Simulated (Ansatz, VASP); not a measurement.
Rb in VASP and in Ansatz

INCAR

```
SYSTEM = Rb
ALGO     = Fast           ! electronic algorithm
EDIFF    = 1E-6           ! SCF threshold, eV
ENCUT    = 520            ! plane-wave cutoff, eV
GGA      = PS             ! functional
ISIF     = 2              ! what is computed and relaxed
ISMEAR   = 0              ! smearing method
LASPH    = .True.         ! aspherical terms in the spheres
LCHARG   = .False.        ! write CHGCAR
LREAL    = .False.        ! projectors in reciprocal space
LWAVE    = .False.        ! write WAVECAR
NBANDS   = 10             ! bands
NELM     = 80             ! most SCF steps
PREC     = Accurate       ! precision mode
SIGMA    = 0.15           ! smearing width, eV
```

File KPOINTS:

```
k-points
0
Gamma
  12 12 12
  0 0 0
```

File POSCAR:

```
Rb
1.0
   -2.9463000000      2.9463000000      2.8761500000
    2.9463000000     -2.9463000000      2.8761500000
    2.9463000000      2.9463000000     -2.8761500000
Rb
1
Direct
    0.0000000000      0.0000000000      0.0000000000
```

Input for Ansatz:

```yaml
crystal:
  lattice:
    - [-2.9463, 2.9463, 2.87615]
    - [2.9463, -2.9463, 2.87615]
    - [2.9463, 2.9463, -2.87615]
  atoms:
    - { symbol: Rb, position: [0.0, 0.0, 0.0] }
basis:
  ecutwfc: 420
kpoints:
  mp_grid: { grid: [12, 12, 12] }
hamiltonian:
  xc: pbesol
scf:
  occupations: { method: gaussian, width: 0.15 }
output:
  forces: true
  stress: true
  eigenvalues: true
```

Change from the starting cell: strain +0.050 along x and y, +0.025 along z, atoms carried along.

Alike in both runs: task single point; functional PBEsol; k mesh 12 × 12 × 12; occupations gaussian, width 0.15 eV; no spin polarisation.

|  | VASP | Ansatz |
| --- | --- | --- |
| version | VASP 6.6.1 | Ansatz 0.2.0 |
| potentials or method | VASP PAW PBE potentials, release 64 (Rb_sv), cutoff 520 eV | scalar-relativistic, plane waves, PAW |
| valence electrons in the cell | 9 | 9 |

```csv
,VASP,Ansatz,Ansatz less VASP
gap on the k mesh at the Fermi level (eV),none,none,-
pressure (GPa),-0.3,-0.3,0.00
```

VASP's potentials were made for PBE, not for PBEsol. A gap of «none» marks a metal or a gap that the smearing closes. With one functional, cell and mesh, what is left measures potentials, basis and numerics.
